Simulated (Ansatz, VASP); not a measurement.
Two plane-wave programs on Ca7TiO8

```
CELL_PARAMETERS angstrom
0.00000 4.81500 4.81500
4.81500 0.00000 4.81500
4.81500 4.81500 0.00000
ATOMIC_POSITIONS crystal
Ti 0.00000 0.00000 0.00000
Ca 0.00000 0.00000 0.50000
Ca 0.00000 0.50000 0.00000
Ca 0.00000 0.50000 0.50000
Ca 0.50000 0.00000 0.00000
Ca 0.50000 0.00000 0.50000
Ca 0.50000 0.50000 0.00000
Ca 0.50000 0.50000 0.50000
O 0.25000 0.25000 0.25000
O 0.24431 0.24431 0.75569
O 0.24431 0.75569 0.24431
O 0.24431 0.75569 0.75569
O 0.75569 0.24431 0.24431
O 0.75569 0.24431 0.75569
O 0.75569 0.75569 0.24431
O 0.75000 0.75000 0.75000
```

Alike in both runs: task single point; functional PBEsol; k mesh 3 × 3 × 3; occupations gaussian, width 0.05 eV; collinear spin; Hubbard terms Ti d U = 5.0 eV.

```csv
,VASP,Ansatz
version,VASP 6.6.1,Ansatz 0.2.0
potentials or method,"VASP PAW PBE potentials, release 64 (Ti_sv, Ca_sv, O), cutoff 520 eV","scalar-relativistic, plane waves, PAW"
valence electrons in the cell,130,130
```

```tsv
	VASP	Ansatz	Ansatz less VASP
pressure (GPa)	-6.3	-5.8	+0.55
rms of the force components (eV/Å)	0.005	0.106	+0.1010
net moment per atom (μB)	0.13	0.12	0.000
size of the moment on the site where the two differ most (μB)	1.50	1.44	-0.060
```

VASP's potentials were made for PBE, not for PBEsol. Site moments also hang on the region over which each program counts them. The programs project onto different local orbitals, so the same U acts differently, and such runs can settle in different states. Atom by atom the forces differ by 0.101 eV/Å (rms over components). Ansatz's warnings: specified occupation not kept, symmetry narrowed by occupation matrices.

The k mesh is coarse, so the values compare programs but aren't converged.
